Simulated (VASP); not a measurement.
A run of VASP 6.6.1 is set up as follows.

File INCAR:

```
SYSTEM = CaF2
ALGO = Normal
EDIFF = 1E-7
EDIFFG = -0.001
ENCUT = 600
GGA_COMPAT = .FALSE.
IBRION = 2
ISIF = 3
ISMEAR = 0
LASPH = .TRUE.
LCHARG = .FALSE.
LREAL = .FALSE.
LWAVE = .FALSE.
NELM = 120
NELMIN = 4
NSW = 80
PREC = Accurate
SIGMA = 0.01
```

The input KPOINTS:

```
k-points
0
G
  8 8 8
  0 0 0
```

The input POSCAR:

```
CaF2
1.0
    0.0000000000      2.6627662695      2.6627662695
    2.6627662695      0.0000000000      2.6627662695
    2.6627662695      2.6627662695      0.0000000000
Ca F
1 2
Direct
    0.0000000000      0.0000000000      0.0000000000
    0.2500000000      0.2500000000      0.2500000000
    0.7500000000      0.7500000000      0.7500000000
```

Potentials or basis: VASP PAW LDA potentials, release 64 (Ca_sv, F).

The run is started by

```sh
$ cat potpaw_LDA.64/Ca_sv/POTCAR potpaw_LDA.64/F/POTCAR > POTCAR
$ mpirun -np 1 vasp_std > vasp.out
```

Question: Predict the band gap on the k mesh.

Answer: 7.33 eV, indirect (least direct gap 7.60 eV).

Question: Predict the relaxed cell.

Answer: a = 3.772 Å, b = 3.772 Å, c = 3.772 Å, α = 60.00°, β = 60.00°, γ = 60.00°.

Question: Estimate the space group after relaxing (to 0.05 Å).

Answer: Fm-3m (No. 225).

The path:
```tsv
step	energy change (eV)	largest force (eV/Å)	pressure (GPa)	volume (Å³)
1	0.0000	0.0000	0.52	37.76
2	-0.0003	0.0000	-0.10	37.98
3	-0.0003	0.0000	-0.01	37.94
```

A k mesh can miss the band edges.
